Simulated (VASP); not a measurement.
Here is a VASP 6.6.1 calculation.

INCAR

```
ALGO = Normal ; EDIFF = 1E-6
ENCUT = 520 ; GGA = PS
ISIF = 2 ; ISMEAR = -1
LASPH = T ; LCHARG = T
LELF = T ; LREAL = F
LVHAR = T ; LWAVE = F
NBANDS = 25 ; NELM = 100
PREC = Accurate ; SIGMA = 0.1
```

The input KPOINTS:

```
k-points
0
Gamma
  8 8 11
```

POSCAR

```
Zr
1.0
    4.9762445126      0.0000000000      0.0000000000
   -2.4881222563      4.3095541634      0.0000000000
    0.0000000000      0.0000000000      3.1071401290
Zr
3
Direct
    1.0000000000      0.0000000000      1.0000000000
    0.3333333333      0.6666666667      0.5000000000
    0.6666666667      0.3333333333      0.5000000000
```

Potentials or basis: VASP PAW PBE potentials, release 64 (Zr_sv).

The run is started by

```console
$ cat potpaw_PBE.64/Zr_sv/POTCAR > POTCAR
$ mpirun -np 1 vasp_std > vasp.out
```

Predict the band gap on the k mesh.

zero (band 18 reaches 9.59 eV, above the bottom of band 19 at 8.99 eV).

What does it give for the pressure?

0.1 GPa.

Stress tensor (GPa, compression positive):
```
0.14 0.00 0.00
0.00 0.14 0.00
0.00 0.00 0.05
```

Caveat: the PAW data sets were made with another functional, which shifts forces and pressure a little.
